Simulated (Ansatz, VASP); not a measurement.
# PbS in VASP and in Ansatz

```
Pb S
1.0
     2.08155   -6.00550    0.00000
     2.08155    6.00550    0.00000
     0.00000    0.00000    4.27133
Pb S
2 2
Direct
  0.86945 0.13055 0.75000
  0.13055 0.86945 0.25000
  0.64625 0.35375 0.75000
  0.35375 0.64625 0.25000
```

Alike in both runs: functional r2SCAN; k mesh 8 × 8 × 6; occupations gaussian, width 0.02 eV; no spin polarisation.

Ansatz relaxed the structure, and its values are those at the end. VASP's run is a single point on that final structure, the one shown.

```csv
,VASP,Ansatz
version,VASP 6.6.1,Ansatz 0.2.0
potentials or method,"VASP PAW PBE potentials, release 64 (Pb_d, S), cutoff 520 eV","scalar-relativistic, plane waves, PAW"
valence electrons in the cell,40,40
```

```tsv
	VASP	Ansatz	Ansatz less VASP
gap on the k mesh at the Fermi level (eV)	1.45	1.45	+0.001
least direct gap on the mesh (eV)	1.78	1.77	-0.006
pressure (GPa)	0.0	0.0	-0.01
rms of the force components (eV/Å)	0.005	0.002	-0.0036
```

VASP's potentials were made for PBE, not for r2SCAN.

Neither program's run includes spin-orbit coupling.
